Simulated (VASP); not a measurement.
# BaTiO3 (P4mm) in VASP: single point with r2SCAN

Aim: the single point of BaTiO3 with r2SCAN.

Program: VASP 6.6.1. These are calculated values, not measurements. Logs are shortened: lines on timing, memory, paths and dates and some standing lists are left out, and cuts for length are marked.

**1. The cell of the first run**

Symmetry: P4mm, No. 99, tetragonal system. The conventional cell has a = 4.021 Å, b = 4.021 Å, c = 4.045 Å, α = 90.00°, β = 90.00°, γ = 90.00°. Ba (site symmetry 4mm) has 12 O at 2.81 to 2.89 Å and 8 Ti at 3.48 to 3.49 Å within 3.7 Å. Within 2.6 Å of Ti (site symmetry 4mm) lie 6 O at 1.95 to 2.09 Å. O (site symmetry 4mm) has 2 Ti at 1.95 to 2.09 Å within 2.6 Å. O (site symmetry 2mm) has 2 Ti at 2.01 Å within 2.7 Å.

**2. Single point, r2SCAN**

POSCAR reads:

```
BaTiO3
1.0
    4.0214021400      0.0000000000      0.0000000000
    0.0000000000      4.0214021400      0.0000000000
    0.0000000000      0.0000000000      4.0449344000
Ba Ti O
1 1 3
Direct
    0.0000000000      0.0000000000      0.0000000000
    0.5000000000      0.5000000000      0.5021000000
    0.5000000000      0.5000000000      0.9847000000
    0.5000000000      0.0000000000      0.5130000000
    0.0000000000      0.5000000000      0.5130000000
```

INCAR.step1 reads:

```
SYSTEM = BaTiO3
PREC     = Accurate       ! precision mode
ENCUT    = 520            ! plane-wave cutoff, eV
ISMEAR   = -1             ! smearing method
SIGMA    = 0.1            ! smearing width, eV
LREAL    = .FALSE.        ! projectors in reciprocal space
LASPH    = .TRUE.         ! aspherical terms in the spheres
NELM     = 60             ! most SCF steps
NBANDS   = 28             ! bands
GGA      = PE             ! functional
ALGO     = Normal         ! electronic algorithm
EDIFF    = 1E-4           ! SCF threshold, eV
LWAVE    = .TRUE.         ! write WAVECAR
LCHARG   = .FALSE.        ! write CHGCAR
```

INCAR.step2 reads:

```
SYSTEM = BaTiO3
PREC     = Accurate       ! precision mode
ENCUT    = 520            ! plane-wave cutoff, eV
EDIFF    = 1E-6           ! SCF threshold, eV
ISMEAR   = -1             ! smearing method
SIGMA    = 0.1            ! smearing width, eV
LREAL    = .FALSE.        ! projectors in reciprocal space
LASPH    = .TRUE.         ! aspherical terms in the spheres
NELM     = 60             ! most SCF steps
ALGO     = Normal         ! electronic algorithm
ISIF     = 2              ! what is computed and relaxed
LWAVE    = .FALSE.        ! write WAVECAR
LCHARG   = .TRUE.         ! write CHGCAR
METAGGA  = R2SCAN         ! meta-GGA
LMIXTAU  = .TRUE.       
LELF     = .TRUE.         ! ELF
LVHAR    = .TRUE.       
NBANDS   = 28             ! bands
ISTART   = 1
```

KPOINTS reads:

```
Automatic mesh
0
G
  6 6 6
  0 0 0
```

Potentials or basis: VASP PAW PBE potentials, release 64 (Ba_sv, Ti_sv, O).

Run with:

```console
> cat potpaw_PBE.64/Ba_sv/POTCAR potpaw_PBE.64/Ti_sv/POTCAR potpaw_PBE.64/O/POTCAR > POTCAR
> cp INCAR.step1 INCAR
> mpirun -np 1 vasp_std > vasp.out
> cp INCAR.step2 INCAR
> mpirun -np 1 vasp_std > vasp.out
```

OUTCAR:

```text
SYSTEM = BaTiO3
   PREC = Accurate
   ENCUT = 520
   EDIFF = 1E-6
   ISMEAR = -1
   LREAL = .FALSE.
   LASPH = .TRUE.
   NELM = 60
   ISIF = 2
   METAGGA = R2SCAN
   ISTART = 1

 ion  position               nearest neighbor table
   1  0.000  0.000  0.000-   4 2.81   5 2.81   5 2.81   4 2.81   3 2.84   3 2.84   3 2.84   3 2.84
                             4 2.89   5 2.89   5 2.89   4 2.89   2 3.48   2 3.48   2 3.48   2 3.48
   2  0.500  0.500  0.502-   3 1.95   4 2.01   5 2.01   4 2.01   5 2.01   3 2.09   1 3.48   1 3.48
                             1 3.48   1 3.48   1 3.49   1 3.49   1 3.49   1 3.49
   3  0.500  0.500  0.985-   2 1.95   2 2.09   1 2.84   1 2.84   1 2.84   1 2.84
   4  0.500  0.000  0.513-   2 2.01   2 2.01   1 2.81   1 2.81   1 2.89   1 2.89
   5  0.000  0.500  0.513-   2 2.01   2 2.01   1 2.81   1 2.81   1 2.89   1 2.89

  LATTYP: Found a simple tetragonal cell.
 ALAT       =     4.0214021400
 C/A-ratio  =     1.0058517550

  Lattice vectors:

 A1 = (   4.0214021400,   0.0000000000,   0.0000000000)
 A2 = (   0.0000000000,   4.0214021400,   0.0000000000)
 A3 = (   0.0000000000,   0.0000000000,   4.0449344000)

Analysis of symmetry for initial positions (statically):
=====================================================================
 Subroutine PRICEL returns:
 Original cell was already a primitive cell.

 Routine SETGRP: Setting up the symmetry group for a
 simple tetragonal supercell.

 Subroutine GETGRP returns: Found  8 space group operations
 (whereof  8 operations were pure point group operations)
 out of a pool of 16 trial point group operations.

The static configuration has the point symmetry C_4v.

Analysis of symmetry for dynamics (positions and initial velocities):
=====================================================================
 Subroutine PRICEL returns:
 Original cell was already a primitive cell.

 Routine SETGRP: Setting up the symmetry group for a
 simple tetragonal supercell.

 Subroutine GETGRP returns: Found  8 space group operations
 (whereof  8 operations were pure point group operations)
 out of a pool of 16 trial point group operations.

The dynamic configuration has the point symmetry C_4v.

 Subroutine INISYM returns: Found  8 space group operations
 (whereof  8 operations are pure point group operations),
 and found     1 'primitive' translations

[... 95 lines left out ...]
   LNONCOLLINEAR =      F non collinear calculations
   LSORBIT =      F    spin-orbit coupling
   LASPH  =      T    aspherical Exc in radial PAW
   ENCUT  =  520.0 eV  38.22 Ry    6.18 a.u.   7.48  7.48  7.52*2*pi/ulx,y,z
   NELM   =     60;   NELMIN=  2; NELMDL=  0     # of ELM steps
   EDIFF  = 0.1E-05   stopping-criterion for ELM
   LREAL  =      F    real-space projection
   EDIFFG = 0.1E-04   stopping-criterion for IOM
   NSW    =      0    number of steps for IOM
   IBRION =     -1    ionic relax: 0-MD 1-quasi-New 2-CG
   NFREE  =      0    steps in history (QN), initial steepest desc. (CG)
   ISIF   =      2    stress and relaxation
   ISYM   =      2    0-nonsym 1-usesym 2-fastsym
   POTIM  = 0.5000    time-step for ionic-motion
   TEBEG  =    0.0;   TEEND  =   0.0 temperature during run
   PSTRESS=    0.0 pullay stress
   NELECT =      40.0000    total number of electrons
   NUPDOWN=      -1.0000    fix difference up-down
   EMIN   =  10.00;   EMAX   =-10.00  energy-range for DOS
   EFERMI =   0.00;   METHOD = LEGACY
   ISMEAR =    -1;   SIGMA  =   0.10  broadening in eV -4-tet -1-fermi 0-gaus
   EFERMI_NEDOS =   21; number of points for ismear=-14 and -15
   IALGO  =     38    algorithm
   IMIX   =      4    mixing-type and parameters
     AMIX     =   0.40;   BMIX     =  1.00
     AMIX_MAG =   1.60;   BMIX_MAG =  1.00
  volume/ion in A,a.u.               =      13.08        88.29
  Fermi-wavevector in a.u.,A,eV,Ry     =   1.389545  2.625860 26.270615  1.930836
  Thomas-Fermi vector in A             =   2.513566
   LORBIT       =      0    0 simple, 1 ext, 2 COOP (PROOUT), +10 PAW based schemes
   METAGGA = R2SCAN    functional components
   LHFCALC =     F    Hartree Fock is set to
   AEXX    =    0.0000 exact exchange contribution
   IVDW    =     0    specifies the selected vdW correction
   LEPSILON=     F    determine dielectric tensor
   LRPA    =     F    only Hartree local field effects (RPA)
 non-spin polarized calculation
  energy-cutoff  :      520.00
  volume of cell :       65.41
 maximum number of plane-waves:      1787
 NGX is ok and might be reduce to    30
   NGX = 15   NGY = 15   NGZ = 15

 number of electron      39.9999978 magnetization

 Free energy of the ion-electron system (eV)
  ---------------------------------------------------
  ext. energy  EPLUGINS =         0.00000000
  ---------------------------------------------------
  free energy    TOTEN  =       -74.17606926 eV

  energy without entropy =      -74.17606028  energy(sigma->0) =      -74.17606477

 E-fermi :   4.4762     XC(G=0): -11.8037

 val. band max:        3.3974447589   @ k =   0.5000   0.5000   0.5000
 cond. band min:       5.4913744463   @ k =   0.0000   0.0000   0.0000
 fundamental gap:      2.0939296874
 Fermi energy:         4.4762282040

 k-point     1 :       0.0000    0.0000    0.0000
  band No.  band energies     occupation
      1     -55.5729      2.00000
      2     -30.7297      2.00000
      3     -30.7191      2.00000
      4     -30.7191      2.00000
      5     -22.1427      2.00000
      6     -14.4367      2.00000
[... 733 lines left out ...]
     27      12.1035      0.00000
     28      13.4100      0.00000

 [... further k-points ...]
[... 5 lines left out ...]
  --------------------------------------------------------------------------------------
  -------------------------------------------------------------------------------------
  Total       -0.8240727     -0.8240727     -1.0996410      0.0000000      0.0000000      0.0000000
  in kB      -20.1841108    -20.1841108    -26.9336381      0.0000000      0.0000000      0.0000000
  external PRESSURE =     -22.4339532 kB  Pullay stress =       0.0000000 kB

 VOLUME and BASIS-vectors are now :
 -----------------------------------------------------------------------------
  energy-cutoff  :      520.00
  volume of cell :       65.41
      direct lattice vectors                 reciprocal lattice vectors
     4.021402140  0.000000000  0.000000000     0.248669485  0.000000000  0.000000000
     0.000000000  4.021402140  0.000000000     0.000000000  0.248669485  0.000000000
     0.000000000  0.000000000  4.044934400     0.000000000  0.000000000  0.247222798

 POSITION                                       TOTAL-FORCE (eV/Angst)
 -----------------------------------------------------------------------------------
      0.00000      0.00000      0.00000         0.000000      0.000000      0.039100
      2.01070      2.01070      2.03096         0.000000      0.000000      0.513799
      2.01070      2.01070      3.98305         0.000000     -0.000000      0.679011
      2.01070      0.00000      2.07505         0.000000      0.000000     -0.615955
      0.00000      2.01070      2.07505        -0.000000     -0.000000     -0.615955
 -----------------------------------------------------------------------------------
    total drift:                                0.000000      0.000000     -0.011272

  FREE ENERGIE OF THE ION-ELECTRON SYSTEM (eV)
  ---------------------------------------------------
  free  energy   TOTEN  =       -74.1760692602 eV

  energy  without entropy=      -74.1760602823  energy(sigma->0) =      -74.17606477
```

OSZICAR.step1:

```text
N       E                     dE             d eps       ncg     rms          rms(c)
DAV:   1     0.442271434889E+03    0.44227E+03   -0.20751E+04  2240   0.154E+03
DAV:   2    -0.212535009323E+01   -0.44440E+03   -0.42302E+03  2524   0.434E+02
DAV:   3    -0.487946331761E+02   -0.46669E+02   -0.46184E+02  3184   0.136E+02
DAV:   4    -0.509701412294E+02   -0.21755E+01   -0.21710E+01  3368   0.251E+01
DAV:   5    -0.510366407465E+02   -0.66500E-01   -0.66486E-01  3012   0.344E+00    0.226E+01
DAV:   6    -0.401931266609E+02    0.10844E+02   -0.57677E+01  3172   0.656E+01    0.989E+00
DAV:   7    -0.401197330593E+02    0.73394E-01   -0.10292E+01  2968   0.233E+01    0.655E+00
DAV:   8    -0.399396262245E+02    0.18011E+00   -0.62471E-01  2692   0.668E+00    0.361E+00
DAV:   9    -0.399728915370E+02   -0.33265E-01   -0.44288E-01  3244   0.582E+00    0.179E+00
DAV:  10    -0.399400416465E+02    0.32850E-01   -0.20079E-01  2672   0.438E+00    0.588E-01
DAV:  11    -0.399350234157E+02    0.50182E-02   -0.21055E-02  2688   0.885E-01    0.188E-01
DAV:  12    -0.399349763305E+02    0.47085E-04   -0.14423E-03  2736   0.318E-01    0.543E-02
DAV:  13    -0.399349396747E+02    0.36656E-04   -0.24276E-04  1928   0.151E-01
   1 F= -.39934940E+02 E0= -.39934914E+02  d E =-.506276E-04
```

It took 3.9 min on 1 thread of Intel Xeon Platinum 8375C at 2.90GHz (Ice Lake), shared host; peak memory 0.22 GiB.

Results:

| Item | Value |
| --- | --- |
| Free energy | -74.1761 eV |
| Pressure | -2.2 GPa |
| Largest force | 0.679 eV/Å |
| Band gap on the k mesh | 2.09 eV, indirect (least direct gap 2.28 eV) |

Forces on the atoms (eV/Å):
```
Ba   0.000  0.000  0.039
Ti   0.000  0.000  0.514
O    0.000  0.000  0.679
O    0.000  0.000 -0.616
O    0.000  0.000 -0.616
```

Stress tensor (GPa, compression positive):
```
-2.02  0.00  0.00
 0.00 -2.02  0.00
 0.00  0.00 -2.69
```

Levels at points of the mesh, in eV from the valence-band top:
| k point | band 16 | band 17 | band 18 | band 19 | band 20 | band 21 | band 22 | band 23 | band 24 | band 25 |
| --- | --- | --- | --- | --- | --- | --- | --- | --- | --- | --- |
| (0.00, 0.00, 0.00) | -1.11 | -1.11 | -0.21 | -0.18 | -0.18 | 2.09 | 2.11 | 2.11 | 4.04 | 4.06 |
| (0.50, 0.00, 0.00) | -1.92 | -1.83 | -1.62 | -0.77 | -0.75 | 2.24 | 3.74 | 3.76 | 4.04 | 6.12 |
| (0.50, 0.50, 0.00) | -2.67 | -1.82 | -0.87 | -0.87 | -0.08 | 3.76 | 3.76 | 4.20 | 4.90 | 7.90 |
| (0.00, 0.00, 0.50) | -1.88 | -1.79 | -1.79 | -0.73 | -0.73 | 2.23 | 3.72 | 3.72 | 4.06 | 6.11 |
| (0.50, 0.00, 0.50) | -2.62 | -1.75 | -0.92 | -0.92 | -0.10 | 3.73 | 3.77 | 4.17 | 4.94 | 7.87 |
| (0.50, 0.50, 0.50) | -2.44 | -2.44 | -0.01 | -0.01 | 0.00 | 4.40 | 4.40 | 4.43 | 7.29 | 7.29 |

Caveat: the PAW data sets were made with another functional, which shifts forces and pressure a little; spin-orbit coupling is left out, which moves the levels of the heavy elements. r2SCAN opens gaps a little over a GGA but as a rule still falls short of measured ones.
